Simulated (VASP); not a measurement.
Set up this calculation in VASP 6.6.1, as the native input.

```yaml
Task: single point
Functional: PBE
Potentials_or_basis: VASP PAW PBE potentials, release 64 (Li_sv)
Cutoff: 520 eV
k_mesh: 22 × 22 × 22
Occupations: gaussian, width 0.15 eV
Spin: no spin polarisation
Dipole_correction: no
Further_INCAR_settings: ALGO = Normal; EDIFF = 1e-06; NBANDS = 8
```

The structure of Li lies in POSCAR:

```
Li
1.0
   -1.8474175860      1.8474175860      1.5703049481
    1.8474175860     -1.8474175860      1.5703049481
    1.8474175860      1.8474175860     -1.5703049481
Li
1
Direct
    0.0000000000      0.0000000000      0.0000000000
```

This cell differs from its parent crystal: ratio of the length along z to the lengths across it x 0.85, volume and fractional coordinates fixed.

One way to write it, as run:

INCAR

```
SYSTEM = Li
PREC = Accurate
ENCUT = 520
EDIFF = 1E-6
ISMEAR = 0
SIGMA = 0.15
LREAL = .FALSE.
LASPH = .TRUE.
NELM = 80
ALGO = Normal
ISIF = 2
LWAVE = .FALSE.
LCHARG = .FALSE.
GGA = PE
NBANDS = 8
```

KPOINTS

```
regular mesh
0
G
  22 22 22
  0 0 0
```

Potentials or basis: VASP PAW PBE potentials, release 64 (Li_sv).

Command:

```sh
$ cat potpaw_PBE.64/Li_sv/POTCAR > POTCAR
$ mpirun -np 1 vasp_std > vasp.out
```

Wall time 88 s on 1 thread of AMD EPYC 9755 128-Core Processor (shared host), peak memory 0.19 GiB.
